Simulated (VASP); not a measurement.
Crystal: BeS.

```
Be S
1.0
     0.00000    2.46766    2.43431
     2.43431    0.00000    2.43431
     2.43431    2.46766    0.00000
Be S
1 1
Direct
  0.00000 0.00000 0.00000
  0.25000 0.25000 0.25000
```

This cell differs from its parent crystal: uniaxial y strain +1.4%.

Base run:

| Item | Value |
| --- | --- |
| Program | VASP 6.6.1 |
| Functional | PBE |
| Potentials or basis | VASP PAW PBE potentials, release 64 (Be, S) |
| Cutoff | 520 eV |
| k mesh | 6 × 6 × 6 |
| Occupations | gaussian, width 0.01 eV |
| Spin | no spin polarisation |

Its results: band gap on the k mesh 3.11 eV, indirect (least direct gap 5.65 eV); pressure -0.8 GPa.

Problem. The run is repeated on the same cell with these changes: functional from PBE to HSE06. What comes out?

Solution. Band gap on the k mesh 4.05 eV, indirect (least direct gap 6.82 eV); pressure -2.3 GPa.

HSE06 gives the wider gap, since exact exchange removes part of the self-interaction.

Caveats: the PAW data sets were made with another functional, which shifts forces and pressure a little (some runs).

A k mesh can miss the band edges.
